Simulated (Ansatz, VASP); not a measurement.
**One calculation of Bi, two programs**

The input INCAR:

```
ALGO = Normal
EDIFF = 1E-8
ENCUT = 520
GGA = PS
ISIF = 2
ISMEAR = -1
LASPH = True
LCHARG = False
LEFG = True
LREAL = False
LWAVE = False
NBANDS = 22
NELM = 60
PREC = Accurate
SIGMA = 0.03
```

The input KPOINTS:

```
k-points
0
Gamma
  10 10 10
```

Contents of POSCAR:

```
Bi
1.0
    2.2265989101      1.2855274801      3.8732834739
   -2.2265989101      1.2855274801      3.8732834739
    0.0000000000     -2.5710549601      3.8732834739
Bi
2
Direct
    0.2338900000      0.2338900000      0.2338900000
    0.7661100000      0.7661100000      0.7661100000
```

Input for Ansatz:

```yaml
crystal:
  lattice:
    - [2.2265989101, 1.2855274801, 3.8732834739]
    - [-2.2265989101, 1.2855274801, 3.8732834739]
    - [0.0, -2.5710549601, 3.8732834739]
  atoms:
    - { symbol: Bi, position: [0.23389, 0.23389, 0.23389] }
    - { symbol: Bi, position: [0.76611, 0.76611, 0.76611] }
kpoints:
  mp_grid: { grid: [10, 10, 10] }
scf:
  occupations: { method: fermi_dirac, width: 0.03 }
hamiltonian:
  xc: pbesol
  pseudopotentials: { kind: all_electron, datasets: crystal }
output:
  forces: true
  stress: true
  eigenvalues: true
  efg: { contact_densities: true }
```

Change from the starting cell: volume scaled by 0.94, crystal datasets.

Alike in both runs: task electric field gradients; functional PBEsol; k mesh 10 × 10 × 10; occupations fermi-dirac, width 0.03 eV; no spin polarisation.

|  | VASP | Ansatz |
| --- | --- | --- |
| version | VASP 6.6.1 | Ansatz 0.2.0 |
| potentials or method | VASP PAW PBE potentials, release 64 (Bi_d), cutoff 520 eV | all-electron PAW with datasets made for the crystal, scalar-relativistic |

|  | VASP | Ansatz | Ansatz less VASP |
| --- | --- | --- | --- |
| pressure (GPa) | 2.6 | 2.7 | +0.08 |
| traceless stress, the component that is largest in VASP (GPa) | -0.34 | -0.34 | -0.004 |
| rms of the force components (eV/Å) | 0.244 | 0.240 | -0.0040 |
| size of Vzz on the site where it differs most (V/Å²) | 28.8 | 31.3 | +2.47 |

VASP's potentials were made for PBE, not for PBEsol. Atom by atom the forces differ by 0.004 eV/Å (rms over components). Ansatz ran all-electron here, and VASP with PAW potentials.

Spin-orbit coupling is off throughout.
